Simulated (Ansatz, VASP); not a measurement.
**Sc4Nb3C: VASP beside Ansatz**

Contents of INCAR:

```
SYSTEM = Sc4Nb3C
  ALGO = Normal
  EDIFF = 1E-6
  ENCUT = 520
  GGA = PE
  ISIF = 2
  ISMEAR = 0
  LASPH = .True.
  LCHARG = .False.
  LREAL = .False.
  LWAVE = .False.
  NBANDS = 54
  NELM = 100
  PREC = Accurate
  SIGMA = 0.1
```

KPOINTS

```
k-points
0
Gamma
  4 4 4
  0 0 0
```

File POSCAR:

```
Sc4Nb3C
1.0
    5.3386445414      0.0000000000      0.0000000000
    0.0000000000      5.3386445414      0.0000000000
    0.0000000000      0.0000000000      5.3386445414
Sc Nb C
4 3 1
Direct
    0.2350000000      0.2350000000      0.2350000000
    0.2350000000      0.7650000000      0.7650000000
    0.7650000000      0.7650000000      0.2350000000
    0.7650000000      0.2350000000      0.7650000000
    0.5000000000      0.0000000000      0.0000000000
    0.0000000000      0.5000000000      0.0000000000
    0.0000000000      0.0000000000      0.5000000000
    0.0000000000      0.0000000000      0.0000000000
```

Input for Ansatz:

```yaml
crystal:
  lattice:
    - [5.3386445414, 0.0, 0.0]
    - [0.0, 5.3386445414, 0.0]
    - [0.0, 0.0, 5.3386445414]
  atoms:
    - { symbol: Sc, position: [0.235, 0.235, 0.235] }
    - { symbol: Sc, position: [0.235, 0.765, 0.765] }
    - { symbol: Sc, position: [0.765, 0.765, 0.235] }
    - { symbol: Sc, position: [0.765, 0.235, 0.765] }
    - { symbol: Nb, position: [0.5, 0.0, 0.0] }
    - { symbol: Nb, position: [0.0, 0.5, 0.0] }
    - { symbol: Nb, position: [0.0, 0.0, 0.5] }
    - { symbol: C, position: [0.0, 0.0, 0.0] }
basis:
  ecutwfc: 420
kpoints:
  mp_grid: { grid: [4, 4, 4] }
hamiltonian:
  xc: pbe
scf:
  occupations: { method: gaussian, width: 0.1 }
  lower_state_search: "off"
output:
  forces: true
  stress: true
  eigenvalues: true
```

Alike in both runs: task single point; functional PBE; k mesh 4 × 4 × 4; occupations gaussian, width 0.1 eV; no spin polarisation.

```csv
,VASP,Ansatz
version,VASP 6.6.1,Ansatz 0.2.0
potentials or method,"VASP PAW PBE potentials, release 64 (Sc_sv, Nb_sv, C), cutoff 520 eV","scalar-relativistic, plane waves, PAW"
valence electrons in the cell,87,87
```

|  | VASP | Ansatz | Ansatz less VASP |
| --- | --- | --- | --- |
| gap on the k mesh at the Fermi level (eV) | none | none | - |
| pressure (GPa) | 25.4 | 24.5 | -0.94 |
| rms of the force components (eV/Å) | 1.759 | 1.715 | -0.0440 |

Atom by atom the forces differ by 0.044 eV/Å (rms over components). A gap of «none» marks a metal or a gap that the smearing closes.
